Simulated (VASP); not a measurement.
# TiC (Fm-3m) in VASP: further runs

Runs on TiC. Level: PBEsol. Tasks: single point, relaxation of cell and atoms.

Program: VASP 6.6.1. These are calculated values, not measurements. Logs are shortened: lines on timing, memory, paths and dates and some standing lists are left out, and cuts for length are marked.

### Step 1. The cell of the first run

It takes space group Fm-3m (No. 225, cubic). Conventional cell: a = 4.293 Å, b = 4.293 Å, c = 4.293 Å, α = 90.00°, β = 90.00°, γ = 90.00°. Ti (site symmetry m-3m) has 6 C at 2.15 Å within 2.8 Å. Within 2.8 Å of C (site symmetry m-3m) lie 6 Ti at 2.15 Å.

### Step 2. Single point, PBEsol

Contents of INCAR:

```
PREC = Accurate ; ENCUT = 520
EDIFF = 1E-7 ; ISMEAR = -1
SIGMA = 0.05 ; LREAL = False
LASPH = True ; NELM = 100
ALGO = Normal ; ISIF = 2
LWAVE = False ; LCHARG = False
GGA = PS ; NBANDS = 15
```

Contents of KPOINTS:

```
regular mesh
0
Gamma
  12 12 12
```

Contents of POSCAR:

```
TiC
1.0
    0.0000000000      2.1466951871      2.1466951871
    2.1466951871      0.0000000000      2.1466951871
    2.1466951871      2.1466951871      0.0000000000
Ti C
1 1
Direct
    0.0000000000      0.0000000000      0.0000000000
    0.5000000000      0.5000000000      0.5000000000
```

Potentials or basis: VASP PAW PBE potentials, release 64 (Ti_sv, C).

On the command line:

```console
> cat potpaw_PBE.64/Ti_sv/POTCAR potpaw_PBE.64/C/POTCAR > POTCAR
> mpirun -np 1 vasp_std > vasp.out
```

OUTCAR:

```text
PREC = Accurate
   ENCUT = 520
   EDIFF = 1E-7
   ISMEAR = -1
   LREAL = False
   LASPH = True
   NELM = 100
   ISIF = 2
   GGA = PS

 ion  position               nearest neighbor table
   1  0.000  0.000  0.000-   2 2.15   2 2.15   2 2.15   2 2.15   2 2.15   2 2.15
   2  0.500  0.500  0.500-   1 2.15   1 2.15   1 2.15   1 2.15   1 2.15   1 2.15

  LATTYP: Found a face centered cubic cell.
 ALAT       =     4.2933903742

  Lattice vectors:

 A1 = (   0.0000000000,   2.1466951871,   2.1466951871)
 A2 = (   2.1466951871,   0.0000000000,   2.1466951871)
 A3 = (   2.1466951871,   2.1466951871,   0.0000000000)

Analysis of symmetry for initial positions (statically):
=====================================================================
 Subroutine PRICEL returns:
 Original cell was already a primitive cell.

 Routine SETGRP: Setting up the symmetry group for a
 face centered cubic supercell.

 Subroutine GETGRP returns: Found 48 space group operations
 (whereof 48 operations were pure point group operations)
 out of a pool of 48 trial point group operations.

The static configuration has the point symmetry O_h .

Analysis of symmetry for dynamics (positions and initial velocities):
=====================================================================
 Subroutine PRICEL returns:
 Original cell was already a primitive cell.

 Routine SETGRP: Setting up the symmetry group for a
 face centered cubic supercell.

 Subroutine GETGRP returns: Found 48 space group operations
 (whereof 48 operations were pure point group operations)
 out of a pool of 48 trial point group operations.

The dynamic configuration has the point symmetry O_h .

 Subroutine INISYM returns: Found 48 space group operations
 (whereof 48 operations are pure point group operations),
 and found     1 'primitive' translations

----------------------------------------------------------------------------------------

                                     Primitive cell

  volume of cell :      19.7852

  direct lattice vectors                    reciprocal lattice vectors
     0.000000000  2.146695187  2.146695187    -0.232916160  0.232916160  0.232916160
     2.146695187  0.000000000  2.146695187     0.232916160 -0.232916160  0.232916160
     2.146695187  2.146695187  0.000000000     0.232916160  0.232916160 -0.232916160

  length of vectors
     3.035885448  3.035885448  3.035885448     0.403422623  0.403422623  0.403422623

  position of ions in fractional coordinates (direct lattice)
     0.000000000  0.000000000  0.000000000
     0.500000000  0.500000000  0.500000000

  ion indices of the primitive-cell ions
   primitive index   ion index
                 1           1
                 2           2

----------------------------------------------------------------------------------------

 KPOINTS: regular mesh

Automatic generation of k-mesh.
 Grid dimensions read from file:
 generate k-points for:   12   12   12

 Generating k-lattice:

  Cartesian coordinates                     Fractional coordinates (reciprocal lattice)
    -0.019409680  0.019409680  0.019409680     0.083333333  0.000000000  0.000000000
     0.019409680 -0.019409680  0.019409680     0.000000000  0.083333333  0.000000000
     0.019409680  0.019409680 -0.019409680     0.000000000  0.000000000  0.083333333

  Length of vectors
     0.033618552  0.033618552  0.033618552

  Shift w.r.t. Gamma in fractional coordinates (k-lattice)
     0.000000000  0.000000000  0.000000000

 Subroutine IBZKPT returns following result:
 ===========================================

 Found     72 irreducible k-points:

 Following reciprocal coordinates:
            Coordinates               Weight
  0.000000  0.000000  0.000000      1.000000
  0.083333  0.000000  0.000000      8.000000
  0.166667  0.000000  0.000000      8.000000
  0.250000  0.000000  0.000000      8.000000
  0.333333  0.000000  0.000000      8.000000
  0.416667  0.000000  0.000000      8.000000
[... 16 lines left out ...]
  0.500000  0.166667  0.000000     24.000000
 -0.416667  0.166667  0.000000     24.000000
 [... further k-points ...]
   k-points           NKPTS =     72   k-points in BZ     NKDIM =     72   number of bands    NBANDS=     15
   number of dos      NEDOS =    301   number of ions     NIONS =      2
   total plane-waves  NPLWV =  13824
   dimension x,y,z NGX =    24 NGY =   24 NGZ =   24
   dimension x,y,z NGXF=    48 NGYF=   48 NGZF=   48
   ions per type =               1   1
   NGX,Y,Z   is equivalent  to a cutoff of  13.14, 13.14, 13.14 a.u.
   NGXF,Y,Z  is equivalent  to a cutoff of  26.28, 26.28, 26.28 a.u.
 SYSTEM =  unknown system
   PREC   = accura    normal or accurate (medium, high low for compatibility)
   ISTART =      0    job   : 0-new  1-cont  2-samecut
   ICHARG =      2    charge: 1-file 2-atom 10-const
   ISPIN  =      1    spin polarized calculation?
   LNONCOLLINEAR =      F non collinear calculations
   LSORBIT =      F    spin-orbit coupling
   LASPH  =      T    aspherical Exc in radial PAW
   ENCUT  =  520.0 eV  38.22 Ry    6.18 a.u.   5.64  5.64  5.64*2*pi/ulx,y,z
   NELM   =    100;   NELMIN=  2; NELMDL= -5     # of ELM steps
   EDIFF  = 0.1E-06   stopping-criterion for ELM
   LREAL  =      F    real-space projection
   EDIFFG = 0.1E-05   stopping-criterion for IOM
   NSW    =      0    number of steps for IOM
   IBRION =     -1    ionic relax: 0-MD 1-quasi-New 2-CG
   NFREE  =      0    steps in history (QN), initial steepest desc. (CG)
   ISIF   =      2    stress and relaxation
   ISYM   =      2    0-nonsym 1-usesym 2-fastsym
   POTIM  = 0.5000    time-step for ionic-motion
   TEBEG  =    0.0;   TEEND  =   0.0 temperature during run
   PSTRESS=    0.0 pullay stress
   NELECT =      16.0000    total number of electrons
   NUPDOWN=      -1.0000    fix difference up-down
   EMIN   =  10.00;   EMAX   =-10.00  energy-range for DOS
   EFERMI =   0.00;   METHOD = LEGACY
   ISMEAR =    -1;   SIGMA  =   0.05  broadening in eV -4-tet -1-fermi 0-gaus
   EFERMI_NEDOS =   21; number of points for ismear=-14 and -15
   IALGO  =     38    algorithm
   IMIX   =      4    mixing-type and parameters
     AMIX     =   0.40;   BMIX     =  1.00
     AMIX_MAG =   1.60;   BMIX_MAG =  1.00
  volume/ion in A,a.u.               =       9.89        66.76
  Fermi-wavevector in a.u.,A,eV,Ry     =   1.525227  2.882261 31.651464  2.326317
  Thomas-Fermi vector in A             =   2.633426
   LORBIT       =      0    0 simple, 1 ext, 2 COOP (PROOUT), +10 PAW based schemes
   GGA     = PS    functional components
   LHFCALC =     F    Hartree Fock is set to
   AEXX    =    0.0000 exact exchange contribution
   IVDW    =     0    specifies the selected vdW correction
   LEPSILON=     F    determine dielectric tensor
   LRPA    =     F    only Hartree local field effects (RPA)
 non-spin polarized calculation
  energy-cutoff  :      520.00
  volume of cell :       19.79
 maximum number of plane-waves:       547
   NGX = 11   NGY = 11   NGZ = 11

 number of electron      16.0000003 magnetization

 Free energy of the ion-electron system (eV)
  ---------------------------------------------------
  ext. energy  EPLUGINS =         0.00000000
  ---------------------------------------------------
  free energy    TOTEN  =       -19.80352622 eV

  energy without entropy =      -19.80116738  energy(sigma->0) =      -19.80234680

 E-fermi :   9.6437     XC(G=0): -12.9980

 val. band max:        9.6147768617   @ k =   0.5000   0.5000   0.0000
 cond. band min:       9.7225921192   @ k =   0.3333   0.2500   0.0000
 fundamental gap:      0.1078152576
 Fermi energy:         9.6436815241

 k-point     1 :       0.0000    0.0000    0.0000
  band No.  band energies     occupation
      1     -46.6386      2.00000
      2     -22.7506      2.00000
      3     -22.7506      2.00000
      4     -22.7506      2.00000
      5      -2.8755      2.00000
      6      10.2871      0.00001
      7      10.2871      0.00001
      8      10.2871      0.00001
      9      11.3535      0.00000
     10      11.3535      0.00000
     11      11.3535      0.00000
     12      11.3972      0.00000
     13      11.3972      0.00000
     14      20.4857      0.00000
     15      23.6472      0.00000

 k-point     2 :       0.0833    0.0000    0.0000
  band No.  band energies     occupation
      1     -46.6330      2.00000
      2     -22.7896      2.00000
      3     -22.7542      2.00000
      4     -22.7542      2.00000
      5      -2.7122      2.00000
      6       9.5716      1.61766
      7       9.8630      0.02456
      8       9.8630      0.02456
      9      10.6357      0.00000
     10      10.6357      0.00000
     11      11.7117      0.00000
     12      12.7785      0.00000
     13      12.7785      0.00000
     14      20.7552      0.00000
     15      23.7346      0.00000

 k-point     3 :       0.1667    0.0000    0.0000
  band No.  band energies     occupation
      1     -46.6177      2.00000
      2     -22.8951      2.00000
      3     -22.7641      2.00000
      4     -22.7641      2.00000
      5      -2.2409      2.00000
      6       8.2648      2.00000
      7       8.7887      2.00000
      8       8.7887      2.00000
      9      10.9159      0.00000
     10      10.9159      0.00000
     11      12.1340      0.00000
     12      14.2521      0.00000
     13      14.2521      0.00000
     14      21.2473      0.00000
     15      23.8047      0.00000
[... 343 lines left out ...]
 k-point    23 :       0.5000    0.1667    0.0000
  band No.  band energies     occupation
      1     -46.5472      2.00000
      2     -23.2476      2.00000
      3     -22.8864      2.00000
      4     -22.8381      2.00000
      5       0.3633      2.00000
      6       4.4495      2.00000
      7       6.5896      2.00000
      8       7.1250      2.00000
      9      11.8678      0.00000
     10      12.7662      0.00000
     11      13.6563      0.00000
     12      16.6694      0.00000
     13      16.9971      0.00000
     14      20.1831      0.00000
     15      24.3860      0.00000

 k-point    24 :      -0.4167    0.1667    0.0000
  band No.  band energies     occupation
      1     -46.5458      2.00000
      2     -23.2531      2.00000
      3     -22.9055      2.00000
      4     -22.8245      2.00000
      5       0.5294      2.00000
      6       4.2629      2.00000
      7       6.6026      2.00000
      8       6.8877      2.00000
      9      12.4421      0.00000
     10      12.5098      0.00000
     11      13.6151      0.00000
     12      16.5150      0.00000
     13      17.5142      0.00000
     14      19.8172      0.00000
     15      24.1189      0.00000

 [... further k-points ...]

------------------------ aborting loop because EDIFF is reached ----------------------------------------

  FORCE on cell =-STRESS in cart. coord.  units (eV):
  Direction    XX          YY          ZZ          XY          YZ          ZX
  --------------------------------------------------------------------------------------
  -------------------------------------------------------------------------------------
  Total        0.0300291      0.0300291      0.0300291      0.0000000      0.0000000     -0.0000000
  in kB        2.4317101      2.4317101      2.4317101      0.0000000      0.0000000     -0.0000000
  external PRESSURE =       2.4317101 kB  Pullay stress =       0.0000000 kB

 VOLUME and BASIS-vectors are now :
 -----------------------------------------------------------------------------
  energy-cutoff  :      520.00
  volume of cell :       19.79
      direct lattice vectors                 reciprocal lattice vectors
     0.000000000  2.146695187  2.146695187    -0.232916160  0.232916160  0.232916160
     2.146695187  0.000000000  2.146695187     0.232916160 -0.232916160  0.232916160
     2.146695187  2.146695187  0.000000000     0.232916160  0.232916160 -0.232916160

 POSITION                                       TOTAL-FORCE (eV/Angst)
 -----------------------------------------------------------------------------------
      0.00000      0.00000      0.00000         0.000000      0.000000      0.000000
      2.14670      2.14670      2.14670         0.000000      0.000000      0.000000
 -----------------------------------------------------------------------------------
    total drift:                                0.000000     -0.000000     -0.000000

  FREE ENERGIE OF THE ION-ELECTRON SYSTEM (eV)
  ---------------------------------------------------
  free  energy   TOTEN  =       -19.8035262247 eV

  energy  without entropy=      -19.8011673794  energy(sigma->0) =      -19.80234680
```

It took 14 s on 1 thread of Intel Xeon 6975P-C, shared host; peak memory 0.15 GiB.

Results:

```
Free energy            : -19.8035 eV
Pressure               : 0.2 GPa
Band gap on the k mesh : zero (band 8 reaches 10.29 eV, above the bottom of band 9 at 9.20 eV)
```

Levels at points of the mesh, in eV from the Fermi level:
| k point | band 6 | band 7 | band 8 | band 9 | band 10 | band 11 |
| --- | --- | --- | --- | --- | --- | --- |
| (0.00, 0.00, 0.00) | 0.64 | 0.64 | 0.64 | 1.71 | 1.71 | 1.71 |
| (0.50, 0.00, 0.00) | -6.02 | -3.01 | -3.01 | 3.00 | 3.00 | 4.23 |
| (0.50, 0.50, 0.00) | -3.49 | -1.78 | -0.03 | -0.03 | 2.80 | 3.63 |

Caveat: the PAW data sets were made with another functional, which shifts forces and pressure a little.

### Step 3. Relaxation of cell and atoms, PBEsol

This run uses another cell than the first one, of 10.07 Å³/atom, 1.018 times its volume.

Contents of INCAR:

```
SYSTEM = TiC
  ALGO = Normal
  EDIFF = 1E-7
  EDIFFG = -0.002
  ENCUT = 600
  GGA = PS
  IBRION = 2
  ISIF = 3
  ISMEAR = -1
  LASPH = .TRUE.
  LCHARG = .FALSE.
  LREAL = .FALSE.
  LWAVE = .FALSE.
  NELM = 60
  NSW = 100
  PREC = Accurate
  SIGMA = 0.05
```

Contents of KPOINTS:

```
k-points
0
G
  12 12 12
  0 0 0
```

Contents of POSCAR:

```
TiC
1.0
    0.0000000000      2.1593000000      2.1593000000
    2.1593000000      0.0000000000      2.1593000000
    2.1593000000      2.1593000000      0.0000000000
Ti C
1 1
Direct
    0.0000000000      0.0000000000      0.0000000000
    0.5000000000      0.5000000000      0.5000000000
```

Potentials or basis: VASP PAW PBE potentials, release 64 (Ti_sv, C).

On the command line:

```console
> cat potpaw_PBE.64/Ti_sv/POTCAR potpaw_PBE.64/C/POTCAR > POTCAR
> mpirun -np 1 vasp_std > vasp.out
```

Run time: 34 s. Hardware: 1 thread of Intel Xeon 6975P-C, shared host; peak memory 0.16 GiB.

Results (log left out):

```yaml
Free_energy: -19.8044 eV
Relaxed_volume: 9.90 Å³/atom
Relaxed_cell: a = 3.036 Å, b = 3.036 Å, c = 3.036 Å, α = 60.00°, β = 60.00°, γ = 60.00°
Space_group_after_relaxing_to_0.05_Å: Fm-3m (No. 225)
Energy_gained_by_relaxing: 2.4 meV/atom
Ionic_steps: 3
Pressure_after_relaxing: 0.0 GPa
Band_gap_on_the_k_mesh: zero (band 8 reaches 10.28 eV, above the bottom of band 9 at 9.20 eV)
```

Step by step:
```csv
step,energy change (eV),largest force (eV/Å),pressure (GPa),volume (Å³)
1,0.0000,0.0000,-4.38,20.14
2,0.0041,0.0000,6.40,19.34
3,-0.0047,0.0000,-0.02,19.80
```

Final structure:
```
Ti C
1.0
     0.00000    2.14712    2.14712
     2.14712    0.00000    2.14712
     2.14712    2.14712    0.00000
Ti C
1 1
Direct
  0.00000 0.00000 0.00000
  0.50000 0.50000 0.50000
```

Levels at points of the mesh, in eV from the Fermi level:
| k point | band 6 | band 7 | band 8 | band 9 | band 10 | band 11 |
| --- | --- | --- | --- | --- | --- | --- |
| (0.00, 0.00, 0.00) | 0.64 | 0.64 | 0.64 | 1.71 | 1.71 | 1.71 |
| (0.50, 0.00, 0.00) | -6.02 | -3.01 | -3.01 | 2.99 | 2.99 | 4.23 |
| (0.50, 0.50, 0.00) | -3.49 | -1.78 | -0.03 | -0.03 | 2.80 | 3.62 |

Caveat: the PAW data sets were made with another functional, which shifts forces and pressure a little.
